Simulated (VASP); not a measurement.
The system is Te2Mo.

```
Mo Te
1.0
     3.54213    0.00000    0.00000
    -1.77107    3.06758    0.00000
     0.00000    0.00000   13.75137
Mo Te
2 4
Direct
  0.33333 0.66667 0.25000
  0.66667 0.33333 0.75000
  0.66667 0.33333 0.37998
  0.66667 0.33333 0.12002
  0.33333 0.66667 0.87998
  0.33333 0.66667 0.62002
```

This cell differs from its parent crystal: uniaxial z strain -3.0%.

Base run:

- Program: VASP 6.6.1
- Functional: PBE
- Potentials or basis: VASP PAW PBE potentials, release 64 (Mo_sv, Te)
- Cutoff: 520 eV
- k mesh: 12 × 12 × 2
- Occupations: fermi-dirac, width 0.02 eV
- Spin: no spin polarisation

Its results: band gap on the k mesh 0.65 eV, indirect (least direct gap 0.97 eV); pressure 2.8 GPa; largest force 0.242 eV/Å.

The run is repeated on the same cell with these changes: functional from PBE to r2SCAN; occupations from fermi-dirac, width 0.02 eV to gaussian, width 0.01 eV. What comes out?

Band gap on the k mesh 0.76 eV, indirect (least direct gap 1.06 eV); pressure 2.2 GPa; largest force 0.004 eV/Å.

Caveats: spin-orbit coupling is left out, which moves the levels of the heavy elements; this functional lacks dispersion, which binds the layers, so the pressure and a relaxed spacing across them are unreliable (some runs); the PAW data sets were made with another functional, which shifts forces and pressure a little (some runs).

A k mesh can miss the band edges.
